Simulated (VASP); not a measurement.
Write the native input for VASP 6.6.1 that does the following.

```
Task                   : relaxation of cell and atoms
Functional             : PBE
Potentials or basis    : VASP PAW PBE potentials, release 64 (Zn, H)
Cutoff                 : 600 eV
k mesh                 : 6 × 6 × 4
Occupations            : gaussian, width 0.1 eV
Spin                   : no spin polarisation
Dipole correction      : no
Further INCAR settings : ALGO = Normal; EDIFF = 1e-06; IBRION = 2; EDIFFG = -0.04; NSW = 90; ISIF = 3
```

The structure of ZnH5 lies in POSCAR:

```
ZnH5
1.0
    3.2225142300      0.0000000000      0.0000000000
   -1.6112571200      2.7907791900      0.0000000000
    0.0000000000      0.0000000000      4.8338253000
Zn H
1 5
Direct
    0.0000000000      0.0000000000      0.0000000000
    0.0000000000      0.0000000000      0.6350366500
    0.0000000000      0.0000000000      0.3649633500
    0.2375938000      0.7624062000      0.0000000000
    0.2375938000      0.4751876000      0.0000000000
    0.5248124000      0.7624062000      0.0000000000
```

The cell was generated, and may not be a known phase.

One way to write it, as run:

INCAR

```
ALGO     = Normal         # electronic algorithm
EDIFF    = 1E-6           # SCF threshold, eV
EDIFFG   = -0.04          # ionic threshold
ENCUT    = 600            # plane-wave cutoff, eV
GGA      = PE             # functional
IBRION   = 2              # ionic algorithm
ISIF     = 3              # what is computed and relaxed
ISMEAR   = 0              # smearing method
LASPH    = T              # aspherical terms in the spheres
LCHARG   = F              # write CHGCAR
LREAL    = F              # projectors in reciprocal space
LWAVE    = F              # write WAVECAR
NELM     = 80             # most SCF steps
NSW      = 90             # ionic steps
PREC     = Accurate       # precision mode
SIGMA    = 0.1            # smearing width, eV
```

KPOINTS

```
k-points
0
Gamma
  6 6 4
```

Potentials or basis: VASP PAW PBE potentials, release 64 (Zn, H).

Launch:

```bash
$ cat potpaw_PBE.64/Zn/POTCAR potpaw_PBE.64/H/POTCAR > POTCAR
$ mpirun -np 1 vasp_std > vasp.out
```

Results of the run:

```json
{
 "Relaxed volume": "15.37 Å³/atom",
 "Relaxed cell": "a = 4.316 Å, b = 4.316 Å, c = 5.718 Å, α = 90.00°, β = 90.00°, γ = 120.00°",
 "Space group after relaxing (to 0.1 Å)": "P-6m2 (No. 187)",
 "Energy gained by relaxing": "890.6 meV/atom",
 "Ionic steps": "37",
 "Pressure after relaxing": "-0.1 GPa",
 "Largest force after relaxing": "0.038 eV/Å",
 "Band gap on the k mesh": "zero (an odd number of electrons rules out a gap without spin polarisation)"
}
```

Caveat: the k points lie up to 0.28 Å⁻¹ apart in the final cell, too coarse for converged energies and pressures of a metal; the volume moved by over 15 % at a fixed basis, so the end points are rough.

It took 2.7 min on 1 thread of Intel(R) Xeon(R) 6975P-C (Granite Rapids), with other jobs on the host, peak memory 0.18 GiB.
